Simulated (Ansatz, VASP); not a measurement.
# One calculation of SrO, two programs

```
CELL_PARAMETERS angstrom
4.11464 0.00000 0.00000
0.00000 6.33021 0.00000
0.00000 0.00000 6.33021
ATOMIC_POSITIONS crystal
Sr 0.00000 0.75000 0.00000
Sr 0.50000 0.25000 0.50000
O 0.00000 0.44500 0.30500
O 0.50000 0.55500 0.80500
```

Change from the starting cell: ordered vacancies on the anion sites of rutile (Pmn2_1, No. 31).

Alike in both runs: task single point; functional PBE; k mesh 4 × 4 × 4; occupations gaussian, width 0.1 eV; no spin polarisation.

|  | VASP | Ansatz |
| --- | --- | --- |
| version | VASP 6.6.1 | Ansatz 0.2.0 |
| potentials or method | VASP PAW PBE potentials, release 64 (Sr_sv, O), cutoff 520 eV | scalar-relativistic, plane waves, PAW |
| valence electrons in the cell | 32 | 32 |

```csv
,VASP,Ansatz,Ansatz less VASP
gap on the k mesh at the Fermi level (eV),0.08,0.08,0.000
least direct gap on the mesh (eV),0.16,0.16,-0.002
pressure (GPa),-8.1,-8.2,-0.04
"traceless stress, the component that is largest in VASP (GPa)",-4.40,-4.40,+0.006
rms of the force components (eV/Å),1.507,1.518,+0.0102
```

Atom by atom the forces differ by 0.010 eV/Å (rms over components).
